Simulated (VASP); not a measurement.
# NbRu3: single point with LDA

NbRu3:

```
Nb Ru
1.0
     3.88000    0.03880    0.03880
     0.03880    3.88000    0.03880
     0.03880    0.03880    3.88000
Nb Ru
1 3
Direct
  0.00000 0.00000 0.00000
  0.00000 0.50000 0.50000
  0.50000 0.00000 0.50000
  0.50000 0.50000 0.00000
```

This cell differs from its parent crystal: equal xy, yz and zx shear strains of +2 %.

| Property | Result |
| --- | --- |
| Program | VASP 6.6.1 |
| Task | single point |
| Functional | LDA |
| Potentials or basis | VASP PAW LDA potentials, release 64 (Nb_sv, Ru_pv) |
| Cutoff | 520 eV |
| k mesh | 9 × 9 × 9 |
| Occupations | fermi-dirac, width 0.05 eV |
| Spin | no spin polarisation |
| Dipole correction | no |
| Further INCAR settings | ALGO = Normal; EDIFF = 1e-07; NBANDS = 36 |

- Pressure: -10.6 GPa
- Band gap on the k mesh: zero (an odd number of electrons rules out a gap without spin polarisation)

Stress tensor (GPa, compression positive):
```
-10.64  -3.24  -3.24
 -3.24 -10.64  -3.24
 -3.24  -3.24 -10.64
```

Levels at points of the mesh, in eV from the Fermi level:
| k point | band 25 | band 26 | band 27 | band 28 | band 29 | band 30 | band 31 | band 32 |
| --- | --- | --- | --- | --- | --- | --- | --- | --- |
| (0.00, 0.00, 0.00) | 0.49 | 1.75 | 2.30 | 2.30 | 2.33 | 3.63 | 3.63 | 3.97 |

Wall time 2.2 min on 1 thread of Intel(R) Xeon(R) Platinum 8488C (Sapphire Rapids) (shared host), peak memory 0.25 GiB.

Caveat: the cell differs from its parent crystal (equal xy, yz and zx shear strains of +2 %); the cell stands under tension.
